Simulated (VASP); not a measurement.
A run of VASP 6.6.1:

The input INCAR:

```
ALGO = Normal ; EDIFF = 1E-6
ENCUT = 520 ; GGA = PE
ISIF = 2 ; ISMEAR = 0
LASPH = T ; LCHARG = T
LELF = T ; LREAL = Auto
LVHAR = T ; LWAVE = F
NBANDS = 46 ; NELECT = 64.0
NELM = 100 ; PREC = Accurate
SIGMA = 0.02
```

File KPOINTS:

```
k-points
0
Gamma
  3 3 3
```

The input POSCAR:

```
Mg8HO8
1.0
    0.0000000000      3.8970000000      3.8970000000
    3.8970000000      0.0000000000      3.8970000000
    3.8970000000      3.8970000000      0.0000000000
Mg O H
8 8 1
Direct
   -0.0099372594      0.0103352579      0.0022344111
   -0.0147867590      0.0043669489      0.5103928663
    0.0255069284      0.5042205543      0.0101073903
   -0.0099296895      0.4961185527      0.5164290480
    0.4878126764     -0.0015894278      0.0186481909
    0.4927177316      0.0043687452      0.5103877342
    0.4528269181      0.5042310752      0.0101143187
    0.4877586605      0.5126064922      0.5045700539
    0.2389939697      0.2427191429      0.2719742109
    0.2474251989      0.2532227354      0.7594634334
    0.2304887093      0.7552823967      0.2614874262
    0.2389562484      0.7659888376      0.7487827816
    0.7388031819      0.2830934052      0.2319738260
    0.7325755710      0.2532235053      0.7594685656
    0.7454362330      0.7552881704      0.2614821658
    0.7388648961      0.7255374647      0.7894119836
    0.7375465743      0.5051521683      0.0124087760
```

Potentials or basis: VASP PAW PBE potentials, release 64 (Mg, O, H).

Command:

```console
$ cat potpaw_PBE.64/Mg/POTCAR potpaw_PBE.64/O/POTCAR potpaw_PBE.64/H/POTCAR > POTCAR
$ mpirun -np 1 vasp_std > vasp.out
```

Hardware: 1 thread of Intel(R) Xeon(R) Platinum 8259CL CPU @ 2.50GHz (Skylake/Cascade Lake), on a shared host.

Question: Estimate the wall time of this run.

Answer: It took 2.9 min on 1 thread of Intel(R) Xeon(R) Platinum 8259CL CPU @ 2.50GHz (Skylake/Cascade Lake) (shared host), peak memory 0.28 GiB. Counts: scf iterations 14, k points 14.
